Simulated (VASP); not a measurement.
Runs of VASP 6.6.1 on NaI. The structure is that of space group Fm-3m (No. 225), or close to it. The cells are those of the table. 

```csv
cell,k mesh,smearing,gap on the mesh (eV),pressure (GPa)
"a = 4.559 Å, angles 60.8°, 2 atoms",4 × 4 × 4,gaussian 0.01 eV,3.57,(c)
"a = 4.556, b = 4.556, c = 4.568 Å, angles 59.9, 59.9, 60.2°, 2 atoms",8 × 8 × 8,fermi-dirac 0.02 eV,3.67,0.6
"a = 4.568 Å, angles 60.0°, 2 atoms",8 × 8 × 8,fermi-dirac 0.02 eV,3.66,0.5
"a = 4.568, b = 4.683, c = 4.683 Å, angles 58.4, 60.8, 60.8°, 2 atoms",8 × 8 × 8,fermi-dirac 0.02 eV,3.51,-0.1
"a = 4.556, b = 4.556, c = 4.568 Å, angles 59.9, 59.9, 60.2°, 2 atoms",4 × 4 × 4,gaussian 0.01 eV,3.67,(a)
"a = 4.568, b = 4.568, c = 4.556 Å, angles 60.1, 60.1, 60.2°, 2 atoms",8 × 8 × 8,fermi-dirac 0.02 eV,3.65,0.5
"a = 4.568, b = 4.683, c = 4.683 Å, angles 58.4, 60.8, 60.8°, 2 atoms",4 × 4 × 4,gaussian 0.01 eV,(b),-0.1
"a = 4.559 Å, angles 60.8°, 2 atoms",8 × 8 × 8,fermi-dirac 0.02 eV,3.57,0.3
```

Alike in all rows: task single point; level PBE; potentials or basis VASP PAW PBE potentials, release 64 (Na_pv, I); no spin polarisation; cutoff (eV) 520.

Question: Fill in the values left out.

Answer: (a) 0.7; (b) 3.50; (c) 0.4.

Caveats: some runs use coarse meshes; spin-orbit coupling is left out, which moves the levels of the heavy elements.

A k mesh can miss the band edges, and the runs leave out spin-orbit coupling on I.
